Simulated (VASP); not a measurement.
A run of VASP 6.6.1:

INCAR

```
PREC = Accurate
ENCUT = 600
EDIFF = 1E-6
ISMEAR = 0
SIGMA = 0.1
LREAL = F
LASPH = T
NELM = 120
ALGO = Normal
ISIF = 2
LWAVE = F
LCHARG = F
NBANDS = 36
GGA_COMPAT = F
```

KPOINTS

```
regular mesh
0
Gamma
  9 9 1
```

File POSCAR:

```
C
1.0
    2.4562499605      0.0000000000      0.0000000000
   -1.2281249803      2.1271748638      0.0000000000
    0.0000000000      0.0000000000     29.4918787000
C
12
Direct
    0.6666666700      0.3333333300      0.9983718000
    0.6666666700      0.3333333300      0.4983719100
    0.6666666700      0.3333333300      0.7327879500
    0.6666666700      0.3333333300      0.2327903300
    0.0000000000      0.0000000000      0.6158379900
    0.3333333300      0.6666666700      0.2327879500
    0.0000000000      0.0000000000      0.1158379900
    0.6666666700      0.3333333300      0.6158400100
    0.3333333300      0.6666666700      0.7327903300
    0.3333333300      0.6666666700      0.1158400100
    0.3333333300      0.6666666700      0.4983718000
    0.3333333300      0.6666666700      0.9983719100
```

Potentials or basis: VASP PAW LDA potentials, release 64 (C).

Launch:

```console
$ cat potpaw_LDA.64/C/POTCAR > POTCAR
$ mpirun -np 1 vasp_std > vasp.out
```

Hardware: 1 thread of Intel(R) Xeon(R) Platinum 8375C CPU @ 2.90GHz (Ice Lake) (shared host).

Task: How long does it take, and how much memory?

Result: It took 120 s on 1 thread of Intel(R) Xeon(R) Platinum 8375C CPU @ 2.90GHz (Ice Lake) (shared host), peak memory 0.25 GiB. Counts: scf iterations 19, k points 12.
